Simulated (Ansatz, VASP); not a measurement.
# Two plane-wave programs on Sb

```
Sb
1.0
     4.06850    0.00000    0.00000
    -2.03425    3.52342    0.00000
     0.00000    0.00000   27.10000
Sb
2
Direct
  0.33333 0.66667 0.25830
  0.66667 0.33333 0.31919
```

Alike in both runs: functional PBE; dispersion D3(BJ); k mesh 12 × 12 × 1; occupations gaussian, width 0.03 eV; no spin polarisation.

Ansatz relaxed the structure, and its values are those at the end. VASP's run is a single point on that final structure, the one shown.

```csv
,VASP,Ansatz
version,VASP 6.6.1,Ansatz 0.2.0
potentials or method,"VASP PAW PBE potentials, release 64 (Sb), cutoff 400 eV","scalar-relativistic, plane waves, PAW"
valence electrons in the cell,10,30
```

|  | VASP | Ansatz | Ansatz less VASP |
| --- | --- | --- | --- |
| gap on the k mesh at the Fermi level (eV) | 1.19 | 1.18 | -0.007 |
| least direct gap on the mesh (eV) | 1.64 | 1.67 | +0.029 |
| rms of the force components (eV/Å) | 0.052 | 0.002 | -0.0502 |

VASP's potentials hold 10 valence electrons a cell and Ansatz's 30, so a difference there can come from the potentials and not from the codes. Ansatz's warnings: slab cell height set, structure snapped to symmetry.

Spin-orbit coupling is off throughout.
